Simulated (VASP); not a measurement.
Set up this calculation in VASP 6.6.1, as the native input.

| Quantity | Value |
| --- | --- |
| Task | single point |
| Functional | PBE |
| Potentials or basis | VASP PAW PBE potentials, release 64 (Ba_sv, F_h) |
| Cutoff | 1350 eV |
| k mesh | 6 × 6 × 6 |
| Occupations | gaussian, width 0.05 eV |
| Spin | no spin polarisation |
| Dipole correction | no |
| Further INCAR settings | ALGO = Normal; EDIFF = 1e-06; NBANDS = 19 |

The structure of BaF2 lies in POSCAR:

```
BaF2
1.0
    0.0000000000      3.1000500000      3.1000500000
    3.1000500000      0.0000000000      3.1000500000
    3.1000500000      3.1000500000      0.0000000000
Ba F
1 2
Direct
    0.0000000000      0.0000000000      0.0000000000
    0.2500000000      0.2500000000      0.2500000000
    0.7500000000      0.7500000000      0.7500000000
```

The input as run:

INCAR

```
PREC = Accurate
ENCUT = 1350
EDIFF = 1E-6
ISMEAR = 0
SIGMA = 0.05
LREAL = False
LASPH = True
NELM = 120
ALGO = Normal
ISIF = 2
LWAVE = False
LCHARG = False
GGA = PE
NBANDS = 19
GGA_COMPAT = False
```

KPOINTS

```
Automatic mesh
0
Gamma
  6 6 6
```

Potentials or basis: VASP PAW PBE potentials, release 64 (Ba_sv, F_h).

Launch:

```bash
$ cat potpaw_PBE.64/Ba_sv/POTCAR potpaw_PBE.64/F_h/POTCAR > POTCAR
$ mpirun -np 1 vasp_std > vasp.out
```

Results of the run:

```yaml
Pressure: 2.2 GPa
Band_gap_on_the_k_mesh: 6.78 eV (least direct gap 6.85 eV)
```

Caveat: spin-orbit coupling is left out, which moves the levels of the heavy elements.

Wall time 69 s on 1 thread of Intel(R) Xeon(R) Platinum 8375C CPU @ 2.90GHz (Ice Lake) (shared host), peak memory 0.42 GiB.
